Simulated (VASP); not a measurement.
Here is a VASP 6.6.1 calculation.

Contents of POSCAR:

```
VH2
1.0
    0.0000000000      2.0444177692      2.0444177692
    2.0444177692      0.0000000000      2.0444177692
    2.0444177692      2.0444177692      0.0000000000
V H
1 2
Direct
    0.0000000000      0.0000000000      0.0000000000
    0.2500000000      0.2500000000      0.2500000000
    0.7500000000      0.7500000000      0.7500000000
```

Contents of INCAR.step1:

```
PREC = Accurate
ENCUT = 600
ISMEAR = 0
SIGMA = 0.1
LREAL = False
LASPH = True
NELM = 80
GGA = PE
ALGO = Normal
EDIFF = 1E-4
LWAVE = True
LCHARG = False
```

The input INCAR.step2:

```
PREC = Accurate
ENCUT = 600
EDIFF = 1E-6
ISMEAR = 0
SIGMA = 0.1
LREAL = False
LASPH = True
NELM = 80
ALGO = Normal
ISIF = 3
LWAVE = False
LCHARG = False
METAGGA = R2SCAN
LMIXTAU = True
IBRION = 2
NSW = 70
EDIFFG = -0.008
PSTRESS = 150.0
ISTART = 1
```

The input KPOINTS:

```
Automatic mesh
0
Gamma
  16 16 16
```

Potentials or basis: VASP PAW PBE potentials, release 64 (V_sv, H).

The run is started by

```bash
$ cat potpaw_PBE.64/V_sv/POTCAR potpaw_PBE.64/H/POTCAR > POTCAR
$ cp INCAR.step1 INCAR
$ mpirun -np 1 vasp_std > vasp.out
$ cp INCAR.step2 INCAR
$ mpirun -np 1 vasp_std > vasp.out
```

Predict the relaxed cell.

a = 2.895 Å, b = 2.895 Å, c = 2.895 Å, α = 60.00°, β = 60.00°, γ = 60.00°.

Predict the relaxed volume.

5.72 Å³/atom.

Predict the band gap on the k mesh.

zero (an odd number of electrons rules out a gap without spin polarisation).

Step by step:
| step | energy change (eV) | largest force (eV/Å) | pressure (GPa) | volume (Å³) |
| --- | --- | --- | --- | --- |
| 1 | 0.0000 | 0.0000 | 16.01 | 17.09 |
| 2 | -0.0085 | 0.0000 | 14.74 | 17.18 |
| 3 | -0.0067 | 0.0000 | 15.00 | 17.16 |

Caveat: the cell is relaxed towards a set pressure, so the run minimises the enthalpy, not the energy; the PAW data sets were made with another functional, which shifts forces and pressure a little; an odd number of electrons without spin polarisation forces a metal; a magnetic or distorted state may lie lower. Zero-point motion and thermal expansion aren't in these numbers.
